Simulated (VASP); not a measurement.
# Al (Fd-3m) in VASP: a series of runs

Al is run at these levels: PBE; tasks: single point.

Everything below comes from runs of VASP 6.6.1. Logs are shortened: lines on timing, memory, paths and dates and some standing lists are left out, and cuts for length are marked.

### 1 The cell of the first run

It takes space group Fd-3m (No. 227, cubic). Conventional cell: a = 5.921 Å, b = 5.921 Å, c = 5.921 Å, α = 90.00°, β = 90.00°, γ = 90.00°. Al (site symmetry -43m) has 4 Al at 2.56 Å within 3.4 Å.

### 2 Single point, PBE

File INCAR:

```
SYSTEM = Al
PREC = Accurate
ENCUT = 500
EDIFF = 1E-6
ISMEAR = -1
SIGMA = 0.06122561905347299
LREAL = .False.
LASPH = .True.
NELM = 120
ALGO = Normal
ISIF = 2
LWAVE = .False.
LCHARG = .False.
GGA = PE
NBANDS = 10
GGA_COMPAT = .False.
```

File KPOINTS:

```
regular mesh
0
Gamma
  11 11 11
  0 0 0
```

File POSCAR:

```
Al
1.0
    0.0000000000      2.9606273437      2.9606273437
    2.9606273437      0.0000000000      2.9606273437
    2.9606273437      2.9606273437      0.0000000000
Al
2
Direct
    0.0000000000      0.0000000000      0.0000000000
    0.2500000000      0.2500000000      0.2500000000
```

Potentials or basis: VASP PAW PBE potentials, release 64 (Al).

Started as:

```bash
> cat potpaw_PBE.64/Al/POTCAR > POTCAR
> mpirun -np 1 vasp_std > vasp.out
```

OUTCAR:

```text
SYSTEM = Al
   PREC = Accurate
   ENCUT = 500
   EDIFF = 1E-6
   ISMEAR = -1
   LREAL = .False.
   LASPH = .True.
   NELM = 120
   ISIF = 2
   GGA = PE

 ion  position               nearest neighbor table
   1  0.000  0.000  0.000-   2 2.56   2 2.56   2 2.56   2 2.56
   2  0.250  0.250  0.250-   1 2.56   1 2.56   1 2.56   1 2.56

  LATTYP: Found a face centered cubic cell.
 ALAT       =     5.9212546874

  Lattice vectors:

 A1 = (   0.0000000000,   2.9606273437,   2.9606273437)
 A2 = (   2.9606273437,   0.0000000000,   2.9606273437)
 A3 = (   2.9606273437,   2.9606273437,   0.0000000000)

Analysis of symmetry for initial positions (statically):
=====================================================================
 Subroutine PRICEL returns:
 Original cell was already a primitive cell.

 Routine SETGRP: Setting up the symmetry group for a
 face centered cubic supercell.

 Subroutine GETGRP returns: Found 48 space group operations
 (whereof 24 operations were pure point group operations)
 out of a pool of 48 trial point group operations.

The static configuration has the point symmetry T_d .
 The point group associated with its full space group is O_h .

Analysis of symmetry for dynamics (positions and initial velocities):
=====================================================================
 Subroutine PRICEL returns:
 Original cell was already a primitive cell.

 Routine SETGRP: Setting up the symmetry group for a
 face centered cubic supercell.

 Subroutine GETGRP returns: Found 48 space group operations
 (whereof 24 operations were pure point group operations)
 out of a pool of 48 trial point group operations.

The dynamic configuration has the point symmetry T_d .
 The point group associated with its full space group is O_h .

 Subroutine INISYM returns: Found 48 space group operations
 (whereof 24 operations are pure point group operations),
 and found     1 'primitive' translations

----------------------------------------------------------------------------------------

                                     Primitive cell

  volume of cell :      51.9017

  direct lattice vectors                    reciprocal lattice vectors
     0.000000000  2.960627344  2.960627344    -0.168883126  0.168883126  0.168883126
     2.960627344  0.000000000  2.960627344     0.168883126 -0.168883126  0.168883126
     2.960627344  2.960627344  0.000000000     0.168883126  0.168883126 -0.168883126

  length of vectors
     4.186959343  4.186959343  4.186959343     0.292514154  0.292514154  0.292514154
[... 81 lines left out ...]
   EDIFF  = 0.1E-05   stopping-criterion for ELM
   LREAL  =      F    real-space projection
   EDIFFG = 0.1E-04   stopping-criterion for IOM
   NSW    =      0    number of steps for IOM
   IBRION =     -1    ionic relax: 0-MD 1-quasi-New 2-CG
   NFREE  =      0    steps in history (QN), initial steepest desc. (CG)
   ISIF   =      2    stress and relaxation
   ISYM   =      2    0-nonsym 1-usesym 2-fastsym
   POTIM  = 0.5000    time-step for ionic-motion
   TEBEG  =    0.0;   TEEND  =   0.0 temperature during run
   PSTRESS=    0.0 pullay stress
   NELECT =       6.0000    total number of electrons
   NUPDOWN=      -1.0000    fix difference up-down
   EMIN   =  10.00;   EMAX   =-10.00  energy-range for DOS
   EFERMI =   0.00;   METHOD = LEGACY
   ISMEAR =    -1;   SIGMA  =   0.06  broadening in eV -4-tet -1-fermi 0-gaus
   EFERMI_NEDOS =   21; number of points for ismear=-14 and -15
   IALGO  =     38    algorithm
   IMIX   =      4    mixing-type and parameters
     AMIX     =   0.40;   BMIX     =  1.00
     AMIX_MAG =   1.60;   BMIX_MAG =  1.00
  volume/ion in A,a.u.               =      25.95       175.12
  Fermi-wavevector in a.u.,A,eV,Ry     =   0.797501  1.507059  8.653423  0.636009
  Thomas-Fermi vector in A             =   1.904231
   LORBIT       =      0    0 simple, 1 ext, 2 COOP (PROOUT), +10 PAW based schemes
   GGA     = PE    functional components
   LHFCALC =     F    Hartree Fock is set to
   AEXX    =    0.0000 exact exchange contribution
   IVDW    =     0    specifies the selected vdW correction
   LEPSILON=     F    determine dielectric tensor
   LRPA    =     F    only Hartree local field effects (RPA)
 non-spin polarized calculation
  energy-cutoff  :      500.00
  volume of cell :       51.90
 maximum number of plane-waves:      1363
   NGX = 15   NGY = 15   NGZ = 15

 number of electron       6.0000000 magnetization

 Free energy of the ion-electron system (eV)
  ---------------------------------------------------
  ext. energy  EPLUGINS =         0.00000000
  ---------------------------------------------------
  free energy    TOTEN  =        -5.98534996 eV

  energy without entropy =       -5.96780105  energy(sigma->0) =       -5.97657550

 E-fermi :   3.1800     XC(G=0):  -8.3434

 val. band max:        3.1508131125   @ k =  -0.2727   0.3636   0.0909
 cond. band min:       3.2128979224   @ k =  -0.4545   0.2727   0.0909
 fundamental gap:      0.0620848099
 Fermi energy:         3.1800140376

 k-point     1 :       0.0000    0.0000    0.0000
  band No.  band energies     occupation
      1      -4.9281      2.00000
      2       5.4096      0.00000
      3       5.4096      0.00000
      4       5.4096      0.00000
      5       7.2647      0.00000
      6       7.2647      0.00000
      7       7.2647      0.00000
      8       9.0210      0.00000
      9      11.2175      0.00000
     10      11.2219      0.00000
[... 287 lines left out ...]
 k-point    24 :      -0.1818    0.1818    0.0000
  band No.  band energies     occupation
      1      -3.9291      2.00000
      2       1.9618      2.00000
      3       2.8240      1.99405
      4       4.8102      0.00000
      5       7.7109      0.00000
      6       8.2849      0.00000
      7       8.5713      0.00000
      8       9.6683      0.00000
      9       9.9468      0.00000
     10      13.8849      0.00000

 [... further k-points ...]
[... 5 lines left out ...]
  --------------------------------------------------------------------------------------
  -------------------------------------------------------------------------------------
  Total        0.8818656      0.8818656      0.8818656      0.0000000      0.0000000      0.0000000
  in kB       27.2227353     27.2227353     27.2227353      0.0000000      0.0000000      0.0000000
  external PRESSURE =      27.2227353 kB  Pullay stress =       0.0000000 kB

 VOLUME and BASIS-vectors are now :
 -----------------------------------------------------------------------------
  energy-cutoff  :      500.00
  volume of cell :       51.90
      direct lattice vectors                 reciprocal lattice vectors
     0.000000000  2.960627344  2.960627344    -0.168883126  0.168883126  0.168883126
     2.960627344  0.000000000  2.960627344     0.168883126 -0.168883126  0.168883126
     2.960627344  2.960627344  0.000000000     0.168883126  0.168883126 -0.168883126

 POSITION                                       TOTAL-FORCE (eV/Angst)
 -----------------------------------------------------------------------------------
      0.00000      0.00000      0.00000        -0.000000     -0.000000     -0.000000
      1.48031      1.48031      1.48031         0.000000      0.000000      0.000000
 -----------------------------------------------------------------------------------
    total drift:                               -0.000000     -0.000000      0.000000

  FREE ENERGIE OF THE ION-ELECTRON SYSTEM (eV)
  ---------------------------------------------------
  free  energy   TOTEN  =        -5.9853499566 eV

  energy  without entropy=       -5.9678010533  energy(sigma->0) =       -5.97657550
```

Wall time 37 s (1 thread of AMD EPYC 7R13, shared host); peak memory 0.14 GiB.

Results:

```yaml
Free_energy: -5.9853 eV
Pressure: 2.7 GPa
Band_gap_on_the_k_mesh: zero (band 3 reaches 5.41 eV, above the bottom of band 4 at 2.07 eV)
```

### 3 Single point, PBE

This run uses another cell than the first one, of 26.50 Å³/atom, 1.021 times its volume.

File INCAR:

```
PREC     = Accurate       # precision mode
ENCUT    = 500            # plane-wave cutoff, eV
EDIFF    = 1E-6           # SCF threshold, eV
ISMEAR   = -1             # smearing method
SIGMA    = 0.06122561905347299 # smearing width, eV
LREAL    = F              # projectors in reciprocal space
LASPH    = T              # aspherical terms in the spheres
NELM     = 120            # most SCF steps
ALGO     = Normal         # electronic algorithm
ISIF     = 2              # what is computed and relaxed
LWAVE    = F              # write WAVECAR
LCHARG   = F              # write CHGCAR
GGA      = PE             # functional
NBANDS   = 10             # bands
GGA_COMPAT= F
```

File KPOINTS:

```
Automatic mesh
0
Gamma
  11 11 11
```

File POSCAR:

```
Al
1.0
    0.0000000000      2.9814775190      2.9814775190
    2.9814775190      0.0000000000      2.9814775190
    2.9814775190      2.9814775190      0.0000000000
Al
2
Direct
    0.0000000000      0.0000000000      0.0000000000
    0.2500000000      0.2500000000      0.2500000000
```

Potentials or basis: VASP PAW PBE potentials, release 64 (Al).

Started as:

```bash
> cat potpaw_PBE.64/Al/POTCAR > POTCAR
> mpirun -np 1 vasp_std > vasp.out
```

Run time: 38 s. Hardware: 1 thread of AMD EPYC 7R13, shared host; peak memory 0.14 GiB.

Results (log left out):

* Free energy: -6.0007 eV
* Pressure: 1.7 GPa
* Band gap on the k mesh: zero (band 3 reaches 5.23 eV, above the bottom of band 4 at 1.97 eV)

Levels at points of the mesh, in eV from the Fermi level:
```tsv
k point	band 1	band 2	band 3	band 4	band 5	band 6	band 7	band 8
(0.00, 0.00, 0.00)	-8.02	2.19	2.19	2.19	4.04	4.04	4.04	5.62
```
